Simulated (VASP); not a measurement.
Sn:

```xyz
2
Lattice="-2.9773 2.9790 1.6031 2.9790 -2.9773 1.6031 2.9771 2.9771 -1.6000" Properties=species:S:1:pos:R:3 pbc="T T T"
Sn    2.9789   -2.9772    1.6031
Sn    0.0004    2.9783    0.8031
```

Base run:

```yaml
Program: VASP 6.6.1
Functional: PBE
Potentials_or_basis: VASP PAW PBE potentials, release 64 (Sn_d)
Cutoff: 520 eV
k_mesh: 11 × 11 × 8
Occupations: fermi-dirac, width 0.1 eV
Spin: no spin polarisation
```

Its results: band gap on the k mesh zero (band 14 reaches 8.76 eV, above the bottom of band 15 at 5.25 eV); pressure -0.1 GPa.

Q: The run is repeated on the same cell with these changes: k mesh from 11 × 11 × 8 to 2 × 2 × 1. What comes out?

A: Band gap on the k mesh zero (band 14 reaches 8.01 eV, above the bottom of band 15 at 6.42 eV); pressure 6.4 GPa.

Caveats: some runs use coarse meshes; spin-orbit coupling is left out, which moves the levels of the heavy elements.
